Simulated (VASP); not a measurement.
Set up this calculation in VASP 6.6.1, as the native input.

```
Task                   : single point
Functional             : LDA
Potentials or basis    : VASP PAW LDA potentials, release 64 (As, Se)
Cutoff                 : 500 eV
k mesh                 : 6 × 6 × 6
Occupations            : fermi-dirac, width 0.1 eV
Spin                   : no spin polarisation
Dipole correction      : no
Further INCAR settings : ALGO = Normal; EDIFF = 1e-06; NBANDS = 25
```

The structure of As2Se lies in POSCAR:

```
As2Se
1.0
   -3.4454862662      3.4454862662      2.5999124703
    3.4454862662     -3.4454862662      2.5999124703
    3.4454862662      3.4454862662     -2.5999124703
As Se
4 2
Direct
   -0.1250000000      0.1250000000     -0.2500000000
    0.3750000000      0.1250000000      0.2500000000
   -0.1250000000      0.1250000000      0.2500000000
   -0.1250000000      0.6250000000     -0.2500000000
    0.5000000000      0.5000000000      0.0000000000
    0.2500000000      0.7500000000      0.5000000000
```

The input as run:

INCAR

```
SYSTEM = As2Se
PREC     = Accurate       ! precision mode
ENCUT    = 500            ! plane-wave cutoff, eV
EDIFF    = 1E-6           ! SCF threshold, eV
ISMEAR   = -1             ! smearing method
SIGMA    = 0.1            ! smearing width, eV
LREAL    = .FALSE.        ! projectors in reciprocal space
LASPH    = .TRUE.         ! aspherical terms in the spheres
NELM     = 120            ! most SCF steps
ALGO     = Normal         ! electronic algorithm
ISIF     = 2              ! what is computed and relaxed
LWAVE    = .FALSE.        ! write WAVECAR
LCHARG   = .TRUE.         ! write CHGCAR
LELF     = .TRUE.         ! ELF
LVHAR    = .TRUE.       
NBANDS   = 25             ! bands
GGA_COMPAT= .FALSE.
```

KPOINTS

```
regular mesh
0
G
  6 6 6
  0 0 0
```

Potentials or basis: VASP PAW LDA potentials, release 64 (As, Se).

Launch:

```console
$ cat potpaw_LDA.64/As/POTCAR potpaw_LDA.64/Se/POTCAR > POTCAR
$ mpirun -np 1 vasp_std > vasp.out
```

It gave:

| Item | Value |
| --- | --- |
| Pressure | 0.3 GPa |
| Band gap on the k mesh | zero (bands 16 and 17 overlap by 0.68 eV) |

Run time: 48 s on 1 thread of Intel(R) Xeon(R) Platinum 8488C (Sapphire Rapids), on a shared host, peak memory 0.23 GiB.
